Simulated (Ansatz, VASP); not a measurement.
One calculation of AsRhF6, two programs

```
As Rh F
1.0
     3.34680    0.00000    0.00000
     0.00000    3.34680    0.00000
     0.00000    0.00000    6.82313
As Rh F
1 1 6
Cartesian
  0.0000 0.0000 0.0000
  0.0000 0.0000 3.4116
  1.6734 1.6734 0.0000
  1.6734 1.6734 3.4116
  1.6734 0.0000 1.6665
  1.6734 0.0000 5.1567
  0.0000 1.6734 1.6665
  0.0000 1.6734 5.1567
```

Alike in both runs: task single point; functional r2SCAN; dispersion rVV10; k mesh 8 × 8 × 4; occupations fermi-dirac, width 0.03 eV; no spin polarisation.

```csv
,VASP,Ansatz
version,VASP 6.6.1,Ansatz 0.2.0
potentials or method,"VASP PAW PBE potentials, release 64 (As, Rh_pv, F)","plane waves, PAW"
plane-wave cutoff (eV),520,500
valence electrons in the cell,62,74
```

```csv
,VASP,Ansatz,Ansatz less VASP
pressure (GPa),-0.4,0.0,+0.41
rms of the force components (eV/Å),0.007,0.003,-0.0042
```

VASP's potentials were made for PBE, not for r2SCAN. Atom by atom the forces differ by 0.010 eV/Å (rms over components). VASP's potentials hold 62 valence electrons a cell and Ansatz's 74, so a difference there can come from the potentials and not from the codes.
